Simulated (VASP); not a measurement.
# NaCl (Fm-3m) in VASP: a series of runs, part 2 of 2

VASP 6.6.1.

## (4) G0W0 quasiparticle levels, PBE

This run uses another cell than the first one, of 22.68 Å³/atom.

The input, POSCAR:

```
NaCl
1.0
    0.0000000000      2.8307258136      2.8307258136
    2.8307258136      0.0000000000      2.8307258136
    2.8307258136      2.8307258136      0.0000000000
Na Cl
1 1
Direct
    0.0000000000      0.0000000000      0.0000000000
    0.5000000000      0.5000000000      0.5000000000
```

The input, INCAR.step1:

```
PREC     = Accurate       # precision mode
ENCUT    = 500            # plane-wave cutoff, eV
EDIFF    = 1E-8           # SCF threshold, eV
ISMEAR   = 0              # smearing method
SIGMA    = 0.01           # smearing width, eV
LREAL    = F              # projectors in reciprocal space
LASPH    = T              # aspherical terms in the spheres
NELM     = 60             # most SCF steps
ALGO     = Normal         # electronic algorithm
LWAVE    = T              # write WAVECAR
LCHARG   = F              # write CHGCAR
GGA      = PE             # functional
```

The input, INCAR.step2:

```
PREC     = Accurate       # precision mode
ENCUT    = 500            # plane-wave cutoff, eV
EDIFF    = 1E-8           # SCF threshold, eV
ISMEAR   = 0              # smearing method
SIGMA    = 0.01           # smearing width, eV
LREAL    = F              # projectors in reciprocal space
LASPH    = T              # aspherical terms in the spheres
NELM     = 1              # most SCF steps
ALGO     = Exact          # electronic algorithm
LWAVE    = T              # write WAVECAR
LCHARG   = F              # write CHGCAR
GGA      = PE             # functional
NBANDS   = 197            # bands
LOPTICS  = T              # frequency-dependent dielectric function
ISTART   = 1
```

The input, INCAR.step3:

```
PREC     = Accurate       # precision mode
ENCUT    = 500            # plane-wave cutoff, eV
EDIFF    = 1E-8           # SCF threshold, eV
ISMEAR   = 0              # smearing method
SIGMA    = 0.01           # smearing width, eV
LREAL    = F              # projectors in reciprocal space
LASPH    = T              # aspherical terms in the spheres
ALGO     = EVGW0          # electronic algorithm
LWAVE    = F              # write WAVECAR
LCHARG   = F              # write CHGCAR
GGA      = PE             # functional
NELMGW   = 1            
NBANDS   = 197            # bands
ENCUTGW  = 150.0          # cutoff of the response function
NOMEGA   = 96             # frequency points
PRECFOCK = Fast         
ISTART   = 1            
NBANDSGW = 16           
OMEGAMAX = 20
```

The input, KPOINTS:

```
regular mesh
0
Gamma
  4 4 4
```

Potentials or basis: VASP PAW PBE potentials, release 64 (Na_sv_GW, Cl_GW).

Run with:

```
cat potpaw_PBE.64/Na_sv_GW/POTCAR potpaw_PBE.64/Cl_GW/POTCAR > POTCAR
cp INCAR.step1 INCAR
mpirun -np 1 vasp_std > vasp.out
cp INCAR.step2 INCAR
mpirun -np 1 vasp_std > vasp.out
cp INCAR.step3 INCAR
mpirun -np 1 vasp_std > vasp.out
```

OUTCAR:

```text
PREC = Accurate
   ENCUT = 500
   EDIFF = 1E-8
   ISMEAR = 0
   LREAL = F
   LASPH = T
   GGA = PE
   NELMGW = 1
   ENCUTGW = 150.0
   PRECFOCK = Fast
   ISTART = 1

 ion  position               nearest neighbor table
   1  0.000  0.000  0.000-
   2  0.500  0.500  0.500-

  LATTYP: Found a face centered cubic cell.
 ALAT       =     5.6614516272

  Lattice vectors:

 A1 = (   0.0000000000,   2.8307258136,   2.8307258136)
 A2 = (   2.8307258136,   0.0000000000,   2.8307258136)
 A3 = (   2.8307258136,   2.8307258136,   0.0000000000)

Analysis of symmetry for initial positions (statically):
=====================================================================
 Subroutine PRICEL returns:
 Original cell was already a primitive cell.

[... 126 lines left out ...]
  Fermi-wavevector in a.u.,A,eV,Ry     =   1.156663  2.185777 18.202832  1.337870
  Thomas-Fermi vector in A             =   2.293282
   LORBIT       =      0    0 simple, 1 ext, 2 COOP (PROOUT), +10 PAW based schemes
   GGA     = PE    functional components
   LHFCALC =     T    Hartree Fock is set to
   PRECFOCK=fast      Normal, Fast or Accurate (Low or Medium for compatibility)
   ENCUT4O =  -1.0   cutoff for four orbital integrals eV
   NKREDX  =     1    reduce k-point grid by
   NKREDY  =     1    reduce k-point grid by
   NKREDZ  =     1    reduce k-point grid by
   AEXX    =    1.0000 exact exchange contribution
   HFSCREEN=    0.0000 screening length (either q_TF or 0.3 A-1)
   HFSCREENC=   0.0000 screening length for correlation (either q_TF or 0.3 A-1)
   ENCUTFOCK=  -1.0 apply spherical cutoff to Coloumb kernel
   IVDW    =     0    specifies the selected vdW correction
   LEPSILON=     F    determine dielectric tensor
   LRPA    =     F    only Hartree local field effects (RPA)
   LRPAFORCE           =     F    calculate RPA forces
   ENCUTGW             = 150.0    cutoff for response function in eV
   ENCUTGWSOFT         = 120.0    soft cutoff for Coulomb kernel in GW response function in eV
   ENCUTLF             =  -1.0    cutoff for local field effects
   NELMGW              =     1    number of iterations in solving QP/BSE equation
   NELMHF              =     1    number of iterations in the inner HF iteration
   NKREDLFX            =     1    NKREDLFY  =   1   NKREDLFZ  =   1
 non-spin polarized calculation
 Gauss-broadening in eV      SIGMA  =   0.01
  energy-cutoff  :      500.00
  volume of cell :       45.37
 maximum number of plane-waves:      1174
 NGX is ok and might be reduce to    30
  NGX = 16; NGY = 16; NGZ = 16
   NGX = 15   NGY = 15   NGZ = 15
 maximum number of plane-waves:       200

 QP shifts <psi_nk| G(iteration)W_0 |psi_nk>: iteration 1
 for sc-GW calculations column KS-energies equals QP-energies in previous step
 and V_xc(KS)=  KS-energies - (<T + V_ion + V_H > + <T+V_H+V_ion>^1  + <V_x>^1)

 k-point   1 :       0.0000    0.0000    0.0000
  band No.  KS-energies  QP-energies   sigma(KS)   V_xc(KS)     V^pw_x(r,r')   Z            occupation Imag(sigma)

      1     -49.9019     -58.9294     -41.0555     -29.2762     -49.1338       0.7664       2.0000       0.2292
      2     -21.8373     -27.6219     -35.4749     -28.3207     -41.3613       0.8086       2.0000       0.0412
      3     -21.8373     -27.6219     -35.4749     -28.3207     -41.3613       0.8086       2.0000       0.0412
      4     -21.8373     -27.6219     -35.4749     -28.3207     -41.3613       0.8086       2.0000       0.0412
      5     -13.6286     -14.8646     -16.8260     -14.9729     -24.2350       0.6670       2.0000       1.2613
      6      -0.9958      -3.0091     -17.0252     -14.5007     -18.8736       0.7975       2.0000       0.0312
[... 135 lines left out ...]
      2     -21.8505     -27.6069     -35.4280     -28.2755     -41.3100       0.8048       2.0000       0.0423
      3     -21.8505     -27.6069     -35.4280     -28.2755     -41.3100       0.8048       2.0000       0.0423
      4     -21.8468     -27.5998     -35.4311     -28.2845     -41.3196       0.8050       2.0000       0.0470
      5     -13.2431     -14.5044     -17.2734     -15.4607     -24.5741       0.6958       2.0000       1.1476
      6      -2.1581      -4.3411     -15.8911     -13.1152     -17.9021       0.7864       2.0000       0.0367
[... 8 lines left out ...]
     15      15.0078      16.4668      -8.2851     -10.1166      -3.9912       0.7966       0.0000      -0.1705
     16      15.6013      17.3958      -9.4829     -11.7516      -5.0172       0.7910       0.0000      -0.1657
```

OUTCAR.step1:

```text
PREC = Accurate
   ENCUT = 500
   EDIFF = 1E-8
   ISMEAR = 0
   LREAL = F
   LASPH = T
[... 321 lines left out ...]
 -----------------------------------------------------------------------------------
      0.00000      0.00000      0.00000         0.000000      0.000000      0.000000
      2.83073      2.83073      2.83073        -0.000000     -0.000000      0.000000
 -----------------------------------------------------------------------------------
    total drift:                               -0.000000      0.000000      0.000000

  FREE ENERGIE OF THE ION-ELECTRON SYSTEM (eV)
  ---------------------------------------------------
  free  energy   TOTEN  =        -8.8575981017 eV

  energy  without entropy=       -8.8575981017  energy(sigma->0) =       -8.85759810
```

OUTCAR.step2:

```text
PREC = Accurate
   ENCUT = 500
   EDIFF = 1E-8
   ISMEAR = 0
   LREAL = F
[... 721 lines left out ...]
     0.00000     2.76609     2.76609     2.76609     0.00000     0.00000    -0.00000
     2.42850     2.90269     2.90269     2.90269     0.00000     0.00000    -0.00000
     4.85700     3.92894     3.92894     3.92894     0.00000     0.00000    -0.00000
     7.28550     4.28178     4.28178     4.28178     0.00000     0.00000    -0.00000
     9.71400     3.23004     3.23004     3.23004    -0.00000    -0.00000    -0.00000
    12.14250    -0.93207    -0.93207    -0.93207    -0.00000    -0.00000     0.00000
[... 92 lines left out ...]
   237.99307     0.99179     0.99179     0.99179    -0.00000    -0.00000     0.00000
   240.42158     0.99198     0.99198     0.99198    -0.00000    -0.00000     0.00000
```

It took 1.8 min on 1 thread of Intel Xeon 6975P-C (Granite Rapids), shared host; peak memory 0.53 GiB.

What came out:

- Quasiparticle gap: 7.94 eV
- Least direct quasiparticle gap: 7.94 eV
- Band gap of the starting levels on the mesh: 5.07 eV
- Least direct gap of the starting levels on the mesh: 5.07 eV

Caveat: the k points lie up to 0.48 Å⁻¹ apart; bands, screening cutoff and mesh are small and nothing is extrapolated, so the quasiparticle values aren't converged.

## (5) The runs side by side

```csv
task,level,potentials or basis,cell,k mesh,cutoff (eV),GW scheme,GW iterations,cutoff of the response function,frequency points,empty bands,gap on the mesh (eV)
dielectric tensor,r2SCAN,"VASP PAW PBE potentials, release 64 (Na_pv, Cl)","a = 3.884 Å, angles 60.0°, 2 atoms",6 × 6 × 6,520,-,-,-,-,-,6.27
dielectric tensor,r2SCAN,"VASP PAW PBE potentials, release 64 (Na_pv, Cl)","a = 4.003 Å, angles 60.0°, 2 atoms",6 × 6 × 6,520,-,-,-,-,-,5.87
G0W0 quasiparticle levels,PBE,"VASP PAW PBE potentials, release 64 (Na_sv_GW, Cl_GW)","a = 4.003 Å, angles 60.0°, 2 atoms",4 × 4 × 4,500,G0W0,1,150,96,189,-
```

Alike in all rows: no spin polarisation; smearing gaussian 0.01 eV.

Caveats: some runs use coarse meshes; the PAW data sets were made with another functional, which shifts forces and pressure a little (at least some runs); bands, screening cutoff and mesh are small and nothing is extrapolated, so the quasiparticle values aren't converged (at least some runs).

Absolute energies hang on the potentials; compare differences alone.
